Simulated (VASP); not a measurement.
# Sn in VASP: further runs

Aim: see how the results for Sn move with the level of theory and the settings. Levels: PBE, r2SCAN. Tasks: single point.

Program: VASP 6.6.1. These are calculated values, not measurements. Logs are shortened: lines on timing, memory, paths and dates and some standing lists are left out, and cuts for length are marked.

## Step 1: The cell of the first run

The structure is cubic, space group Im-3m (No. 229). Conventional cell: a = 3.789 Å, b = 3.789 Å, c = 3.789 Å, α = 90.00°, β = 90.00°, γ = 90.00°. Sn (site symmetry m-3m) has 14 Sn at 3.28 to 3.79 Å within 4.3 Å.

## Step 2: Single point, PBE

Contents of INCAR:

```
ALGO = Normal
EDIFF = 1E-6
ENCUT = 500
GGA = PE
GGA_COMPAT = False
ISIF = 2
ISMEAR = 0
LASPH = True
LCHARG = False
LREAL = False
LWAVE = False
NBANDS = 13
NELM = 120
PREC = Accurate
SIGMA = 0.1
```

Contents of KPOINTS:

```
k-points
0
Gamma
  6 6 6
```

Contents of POSCAR:

```
Sn
1.0
   -1.8946518192      1.8946518192      1.8946518192
    1.8946518192     -1.8946518192      1.8946518192
    1.8946518192      1.8946518192     -1.8946518192
Sn
1
Direct
    0.0633136894      0.0756794815      0.1039357123
```

Potentials or basis: VASP PAW PBE potentials, release 64 (Sn_d).

The run is started by

```console
cat potpaw_PBE.64/Sn_d/POTCAR > POTCAR
mpirun -np 1 vasp_std > vasp.out
```

OUTCAR:

```text
EDIFF = 1E-6
   ENCUT = 500
   GGA = PE
   ISIF = 2
   ISMEAR = 0
   LASPH = True
   LREAL = False
   NELM = 120
   PREC = Accurate

 ion  position               nearest neighbor table
   1  0.063  0.076  0.104-

  LATTYP: Found a body centered cubic cell.
 ALAT       =     3.7893036384

  Lattice vectors:

 A1 = (  -1.8946518192,   1.8946518192,   1.8946518192)
 A2 = (   1.8946518192,  -1.8946518192,   1.8946518192)
 A3 = (   1.8946518192,   1.8946518192,  -1.8946518192)

Analysis of symmetry for initial positions (statically):
=====================================================================
 Subroutine PRICEL returns:
 Original cell was already a primitive cell.

 Routine SETGRP: Setting up the symmetry group for a
 body centered cubic supercell.

 Subroutine GETGRP returns: Found 48 space group operations
 (whereof  1 operations were pure point group operations)
 out of a pool of 48 trial point group operations.

The static configuration has the point symmetry C_1 .
 The point group associated with its full space group is O_h .

Analysis of symmetry for dynamics (positions and initial velocities):
=====================================================================
 Subroutine PRICEL returns:
 Original cell was already a primitive cell.

 Routine SETGRP: Setting up the symmetry group for a
 body centered cubic supercell.

 Subroutine GETGRP returns: Found 48 space group operations
 (whereof  1 operations were pure point group operations)
 out of a pool of 48 trial point group operations.

The dynamic configuration has the point symmetry C_1 .
 The point group associated with its full space group is O_h .

 Subroutine INISYM returns: Found 48 space group operations
 (whereof  1 operations are pure point group operations),
 and found     1 'primitive' translations

----------------------------------------------------------------------------------------

                                     Primitive cell

  volume of cell :      27.2050

  direct lattice vectors                    reciprocal lattice vectors
    -1.894651819  1.894651819  1.894651819     0.000000000  0.263900731  0.263900731
     1.894651819 -1.894651819  1.894651819     0.263900731  0.000000000  0.263900731
     1.894651819  1.894651819 -1.894651819     0.263900731  0.263900731  0.000000000

[... 69 lines left out ...]
   LASPH  =      T    aspherical Exc in radial PAW
   ENCUT  =  500.0 eV  36.75 Ry    6.06 a.u.   5.98  5.98  5.98*2*pi/ulx,y,z
   NELM   =    120;   NELMIN=  2; NELMDL= -5     # of ELM steps
   EDIFF  = 0.1E-05   stopping-criterion for ELM
   LREAL  =      F    real-space projection
[... 7 lines left out ...]
   TEBEG  =    0.0;   TEEND  =   0.0 temperature during run
   PSTRESS=    0.0 pullay stress
   NELECT =      14.0000    total number of electrons
   NUPDOWN=      -1.0000    fix difference up-down
   EMIN   =  10.00;   EMAX   =-10.00  energy-range for DOS
   EFERMI =   0.00;   METHOD = LEGACY
   ISMEAR =     0;   SIGMA  =   0.10  broadening in eV -4-tet -1-fermi 0-gaus
   EFERMI_NEDOS =   21; number of points for ismear=-14 and -15
   IALGO  =     38    algorithm
   IMIX   =      4    mixing-type and parameters
     AMIX     =   0.40;   BMIX     =  1.00
     AMIX_MAG =   1.60;   BMIX_MAG =  1.00
  volume/ion in A,a.u.               =      27.20       183.59
  Fermi-wavevector in a.u.,A,eV,Ry     =   1.311902  2.479136 23.416813  1.721087
  Thomas-Fermi vector in A             =   2.442332
   LORBIT       =      0    0 simple, 1 ext, 2 COOP (PROOUT), +10 PAW based schemes
   GGA     = PE    functional components
   LHFCALC =     F    Hartree Fock is set to
   AEXX    =    0.0000 exact exchange contribution
   IVDW    =     0    specifies the selected vdW correction
   LEPSILON=     F    determine dielectric tensor
   LRPA    =     F    only Hartree local field effects (RPA)
 non-spin polarized calculation
 Gauss-broadening in eV      SIGMA  =   0.10
  energy-cutoff  :      500.00
  volume of cell :       27.20
 maximum number of plane-waves:       712
   NGX = 11   NGY = 11   NGZ = 11

 number of electron      14.0000001 magnetization

 Free energy of the ion-electron system (eV)
  ---------------------------------------------------
  ext. energy  EPLUGINS =         0.00000000
  ---------------------------------------------------
  free energy    TOTEN  =        -3.80118900 eV

  energy without entropy =       -3.79869232  energy(sigma->0) =       -3.79994066

 E-fermi :   8.2267     XC(G=0): -10.3632

 val. band max:        7.6717883026   @ k =   0.3333   0.1667   0.1667
 cond. band min:       8.2743927164   @ k =   0.5000   0.5000   0.3333
 fundamental gap:      0.6026044138
 Fermi energy:         8.2266990889

 k-point     1 :       0.0000    0.0000    0.0000
  band No.  band energies     occupation
      1     -13.4836      2.00000
      2     -13.4836      2.00000
      3     -13.4836      2.00000
      4     -13.3458      2.00000
      5     -13.3458      2.00000
      6      -2.9997      2.00000
      7      16.0407      0.00000
      8      16.0407      0.00000
      9      16.0407      0.00000
     10      20.1936      0.00000
     11      20.1936      0.00000
     12      20.1936      0.00000
     13      20.8047      0.00000
[... 226 lines left out ...]
  band No.  band energies     occupation
      1     -13.5033      2.00000
      2     -13.5033      2.00000
      3     -13.2830      2.00000
      4     -13.2830      2.00000
      5     -13.2830      2.00000
      6       5.6058      2.00000
      7       7.6042      2.00000
      8       7.6042      2.00000
      9       7.6042      2.00000
     10      11.9146      0.00000
     11      11.9146      0.00000
     12      26.2759      0.00000
     13      28.8950      0.00000

------------------------ aborting loop because EDIFF is reached ----------------------------------------

  FORCE on cell =-STRESS in cart. coord.  units (eV):
  Direction    XX          YY          ZZ          XY          YZ          ZX
  --------------------------------------------------------------------------------------
  -------------------------------------------------------------------------------------
  Total        0.1237722      0.1237722      0.1237722      0.0000000     -0.0000000      0.0000000
  in kB        7.2892970      7.2892970      7.2892970      0.0000000     -0.0000000      0.0000000
  external PRESSURE =       7.2892970 kB  Pullay stress =       0.0000000 kB

 VOLUME and BASIS-vectors are now :
 -----------------------------------------------------------------------------
  energy-cutoff  :      500.00
  volume of cell :       27.20
      direct lattice vectors                 reciprocal lattice vectors
    -1.894651819  1.894651819  1.894651819     0.000000000  0.263900731  0.263900731
     1.894651819 -1.894651819  1.894651819     0.263900731  0.000000000  0.263900731
     1.894651819  1.894651819 -1.894651819     0.263900731  0.263900731  0.000000000

 POSITION                                       TOTAL-FORCE (eV/Angst)
 -----------------------------------------------------------------------------------
      0.22035      0.17349      0.06642         0.000000      0.000000     -0.000000
 -----------------------------------------------------------------------------------
    total drift:                                0.000051     -0.000047      0.000036

  FREE ENERGIE OF THE ION-ELECTRON SYSTEM (eV)
  ---------------------------------------------------
  free  energy   TOTEN  =        -3.8011890038 eV

  energy  without entropy=       -3.7986923152  energy(sigma->0) =       -3.79994066
```

Wall time 3.1 s (1 thread of AMD EPYC 9R45 (Zen 5), shared host); peak memory 0.1 GiB.

Results:

```yaml
Free_energy: -3.8012 eV
Pressure: 0.7 GPa
Band_gap_on_the_k_mesh: zero (band 7 reaches 16.04 eV, above the bottom of band 8 at 5.62 eV)
```

Caveat: the k points lie up to 0.39 Å⁻¹ apart; spin-orbit coupling is left out, which moves the levels of the heavy elements.

## Step 3: Single point, r2SCAN

POSCAR, as its differences from that of step 2:

```diff
@@ -8,2 +8,2 @@
 Direct
-    0.0633136894      0.0756794815      0.1039357123
+    0.0000000000      0.0000000000      0.0000000000
```

Contents of INCAR.step1:

```
PREC = Accurate
ENCUT = 550
ISMEAR = 0
SIGMA = 0.1
LREAL = F
LASPH = T
NELM = 120
ISYM = 0
NBANDS = 13
GGA = PE
ALGO = Normal
EDIFF = 1E-5
LWAVE = T
LCHARG = F
GGA_COMPAT = F
```

Contents of INCAR.step2:

```
PREC = Accurate
ENCUT = 550
EDIFF = 1E-6
ISMEAR = 0
SIGMA = 0.1
LREAL = F
LASPH = T
NELM = 120
ALGO = Normal
ISIF = 2
LWAVE = F
LCHARG = T
METAGGA = R2SCAN
LMIXTAU = T
LELF = T
LVHAR = T
ISYM = 0
NBANDS = 13
ISTART = 1
GGA_COMPAT = F
```

Contents of KPOINTS:

```
Automatic mesh
0
Gamma
  4 1 4
```

Potentials or basis: VASP PAW PBE potentials, release 64 (Sn_d).

The run is started by

```console
cat potpaw_PBE.64/Sn_d/POTCAR > POTCAR
cp INCAR.step1 INCAR
mpirun -np 1 vasp_std > vasp.out
cp INCAR.step2 INCAR
mpirun -np 1 vasp_std > vasp.out
```

OUTCAR:

```text
PREC = Accurate
   ENCUT = 550
   EDIFF = 1E-6
   ISMEAR = 0
   LREAL = F
   LASPH = T
   NELM = 120
   ISIF = 2
   METAGGA = R2SCAN
   ISYM = 0
   ISTART = 1

 ion  position               nearest neighbor table
   1  0.000  0.000  0.000-

IMPORTANT INFORMATION: All symmetrisations will be switched off!
NOSYMM: (Re-)initialisation of all symmetry stuff for point group C_1.

----------------------------------------------------------------------------------------

                                     Primitive cell

  volume of cell :      27.2050

  direct lattice vectors                    reciprocal lattice vectors
    -1.894651819  1.894651819  1.894651819     0.000000000  0.263900731  0.263900731
     1.894651819 -1.894651819  1.894651819     0.263900731  0.000000000  0.263900731
     1.894651819  1.894651819 -1.894651819     0.263900731  0.263900731  0.000000000

  length of vectors
     3.281633214  3.281633214  3.281633214     0.373211993  0.373211993  0.373211993

  position of ions in fractional coordinates (direct lattice)
     0.000000000  0.000000000  0.000000000

  ion indices of the primitive-cell ions
   primitive index   ion index
                 1           1

----------------------------------------------------------------------------------------

 KPOINTS: Automatic mesh

Automatic generation of k-mesh.
 Grid dimensions read from file:
 generate k-points for:    4    1    4

 Generating k-lattice:

  Cartesian coordinates                     Fractional coordinates (reciprocal lattice)
     0.000000000  0.065975183  0.065975183     0.250000000  0.000000000  0.000000000
     0.263900731  0.000000000  0.263900731     0.000000000  1.000000000  0.000000000
     0.065975183  0.065975183  0.000000000     0.000000000  0.000000000  0.250000000

  Length of vectors
     0.093302998  0.373211993  0.093302998

  Shift w.r.t. Gamma in fractional coordinates (k-lattice)
     0.000000000  0.000000000  0.000000000

 -----------------------------------------------------------------------------
|                                                                             |
|           W    W    AA    RRRRR   N    N  II  N    N   GGGG   !!!           |
|           W    W   A  A   R    R  NN   N  II  NN   N  G    G  !!!           |
|           W    W  A    A  R    R  N N  N  II  N N  N  G       !!!           |
|           W WW W  AAAAAA  RRRRR   N  N N  II  N  N N  G  GGG   !            |
|           WW  WW  A    A  R   R   N   NN  II  N   NN  G    G                |
|           W    W  A    A  R    R  N    N  II  N    N   GGGG   !!!           |
|                                                                             |
|     Your reciprocal lattice and k-lattice belong to different lattice       |
|     classes:                                                                |
|                                                                             |
|        The reciprocal lattice is face-centered cubic,                       |
|        whereas your k-lattice is rhombohedral (trigonal).                   |
|                                                                             |
|     Results are often still useful ...                                      |
|                                                                             |
 -----------------------------------------------------------------------------

 WARNING: IBZKPT: internal override: KBLOWUP is changed to .FALSE.
      ... skipping the blow-up phase ...

 Subroutine IBZKPT returns following result:
 ===========================================

 Found     10 irreducible k-points:

 Following reciprocal coordinates:
[... 19 lines left out ...]
 SYSTEM =  unknown system
   PREC   = accura    normal or accurate (medium, high low for compatibility)
   ISTART =      1    job   : 0-new  1-cont  2-samecut
   ICHARG =      0    charge: 1-file 2-atom 10-const
   ISPIN  =      1    spin polarized calculation?
   LNONCOLLINEAR =      F non collinear calculations
   LSORBIT =      F    spin-orbit coupling
   LASPH  =      T    aspherical Exc in radial PAW
   ENCUT  =  550.0 eV  40.42 Ry    6.36 a.u.   6.28  6.28  6.28*2*pi/ulx,y,z
   NELM   =    120;   NELMIN=  2; NELMDL=  0     # of ELM steps
   EDIFF  = 0.1E-05   stopping-criterion for ELM
   LREAL  =      F    real-space projection
   EDIFFG = 0.1E-04   stopping-criterion for IOM
   NSW    =      0    number of steps for IOM
   IBRION =     -1    ionic relax: 0-MD 1-quasi-New 2-CG
   NFREE  =      0    steps in history (QN), initial steepest desc. (CG)
   ISIF   =      2    stress and relaxation
   ISYM   =      0    0-nonsym 1-usesym 2-fastsym
   POTIM  = 0.5000    time-step for ionic-motion
   TEBEG  =    0.0;   TEEND  =   0.0 temperature during run
   PSTRESS=    0.0 pullay stress
   NELECT =      14.0000    total number of electrons
   NUPDOWN=      -1.0000    fix difference up-down
   EMIN   =  10.00;   EMAX   =-10.00  energy-range for DOS
   EFERMI =   0.00;   METHOD = LEGACY
   ISMEAR =     0;   SIGMA  =   0.10  broadening in eV -4-tet -1-fermi 0-gaus
   EFERMI_NEDOS =   21; number of points for ismear=-14 and -15
   IALGO  =     38    algorithm
   IMIX   =      4    mixing-type and parameters
     AMIX     =   0.40;   BMIX     =  1.00
     AMIX_MAG =   1.60;   BMIX_MAG =  1.00
  volume/ion in A,a.u.               =      27.20       183.59
  Fermi-wavevector in a.u.,A,eV,Ry     =   1.311902  2.479136 23.416813  1.721087
  Thomas-Fermi vector in A             =   2.442332
   LORBIT       =      0    0 simple, 1 ext, 2 COOP (PROOUT), +10 PAW based schemes
   METAGGA = R2SCAN    functional components
   LHFCALC =     F    Hartree Fock is set to
   AEXX    =    0.0000 exact exchange contribution
   IVDW    =     0    specifies the selected vdW correction
   LEPSILON=     F    determine dielectric tensor
   LRPA    =     F    only Hartree local field effects (RPA)
 non-spin polarized calculation
 Gauss-broadening in eV      SIGMA  =   0.10
  energy-cutoff  :      550.00
  volume of cell :       27.20
 maximum number of plane-waves:       814
 NGX is ok and might be reduce to    28
   NGX = 13   NGY = 13   NGZ = 13

 number of electron      13.9999996 magnetization

 Free energy of the ion-electron system (eV)
  ---------------------------------------------------
  ext. energy  EPLUGINS =         0.00000000
  ---------------------------------------------------
  free energy    TOTEN  =       -25.72888597 eV

  energy without entropy =      -25.71563562  energy(sigma->0) =      -25.72226079

 E-fermi :   9.5558     XC(G=0): -11.3904

 val. band max:        7.8395906901   @ k =   0.2500   0.0000   0.2500
 cond. band min:       9.6242272249   @ k =   0.0000   0.0000   0.2500
 fundamental gap:      1.7846365347
 Fermi energy:         9.5558203190

 k-point     1 :       0.0000    0.0000    0.0000
  band No.  band energies     occupation
      1     -14.5820      2.00000
      2     -14.4478      2.00000
      3     -14.4478      2.00000
      4     -14.2627      2.00000
      5     -14.2627      2.00000
      6      -3.7231      2.00000
      7      16.4181      0.00000
      8      16.5045      0.00000
      9      16.5045      0.00000
     10      20.8665      0.00000
     11      20.8665      0.00000
     12      21.0459      0.00000
     13      21.1645      0.00000
[... 130 lines left out ...]
  band No.  band energies     occupation
      1     -14.6134      2.00000
      2     -14.3838      2.00000
      3     -14.3507      2.00000
      4     -14.3392      2.00000
      5     -14.1291      2.00000
      6       1.3076      2.00000
      7       3.2791      2.00000
      8      11.8356      0.00000
      9      13.7700      0.00000
     10      16.4939      0.00000
     11      16.6219      0.00000
     12      23.9036      0.00000
     13      25.0161      0.00000

------------------------ aborting loop because EDIFF is reached ----------------------------------------

  FORCE on cell =-STRESS in cart. coord.  units (eV):
  Direction    XX          YY          ZZ          XY          YZ          ZX
  --------------------------------------------------------------------------------------
  -------------------------------------------------------------------------------------
  Total       -2.0672469     -2.0672419     -2.0672470      7.6078394      7.6078395     -7.6078446
  in kB     -121.7460045   -121.7457068   -121.7460055    448.0471242    448.0471310   -448.0474292
  external PRESSURE =    -121.7459056 kB  Pullay stress =       0.0000000 kB

 VOLUME and BASIS-vectors are now :
 -----------------------------------------------------------------------------
  energy-cutoff  :      550.00
  volume of cell :       27.20
      direct lattice vectors                 reciprocal lattice vectors
    -1.894651819  1.894651819  1.894651819     0.000000000  0.263900731  0.263900731
     1.894651819 -1.894651819  1.894651819     0.263900731  0.000000000  0.263900731
     1.894651819  1.894651819 -1.894651819     0.263900731  0.263900731  0.000000000

 POSITION                                       TOTAL-FORCE (eV/Angst)
 -----------------------------------------------------------------------------------
      0.00000      0.00000      0.00000         0.000000      0.000000     -0.000000
 -----------------------------------------------------------------------------------
    total drift:                                0.000000      0.000000     -0.000000

  FREE ENERGIE OF THE ION-ELECTRON SYSTEM (eV)
  ---------------------------------------------------
  free  energy   TOTEN  =       -25.7288859679 eV

  energy  without entropy=      -25.7156356208  energy(sigma->0) =      -25.72226079
```

OSZICAR.step1:

```text
N       E                     dE             d eps       ncg     rms          rms(c)
DAV:   1     0.841292094055E+02    0.84129E+02   -0.73037E+03   270   0.173E+03
DAV:   2     0.104272792346E+01   -0.83086E+02   -0.80395E+02   265   0.353E+02
DAV:   3    -0.483978788797E+01   -0.58825E+01   -0.58638E+01   338   0.766E+01
DAV:   4    -0.495284786513E+01   -0.11306E+00   -0.11303E+00   300   0.109E+01
DAV:   5    -0.495674697875E+01   -0.38991E-02   -0.38990E-02   313   0.205E+00    0.158E+00
DAV:   6    -0.491818678299E+01    0.38560E-01   -0.25155E-02   320   0.299E+00    0.880E-01
DAV:   7    -0.490209995674E+01    0.16087E-01   -0.25527E-02   320   0.267E+00    0.129E-01
DAV:   8    -0.490188486702E+01    0.21509E-03   -0.34717E-03   315   0.843E-01    0.216E-02
DAV:   9    -0.490189667592E+01   -0.11809E-04   -0.96518E-05   346   0.113E-01    0.972E-03
DAV:  10    -0.490189743314E+01   -0.75722E-06   -0.39266E-06   180   0.252E-02
   1 F= -.49018974E+01 E0= -.48952723E+01  d E =-.132503E-01
```

It took 16 s on 1 thread of AMD EPYC 9R45 (Zen 5), shared host; peak memory 0.12 GiB.

The run converged, but its numbers aren't listed here, since they failed a check.

Caveat: the k points lie up to 2.34 Å⁻¹ apart; the PAW data sets were made with another functional, which shifts forces and pressure a little; spin-orbit coupling is left out, which moves the levels of the heavy elements.

[end of part 1 of 2]
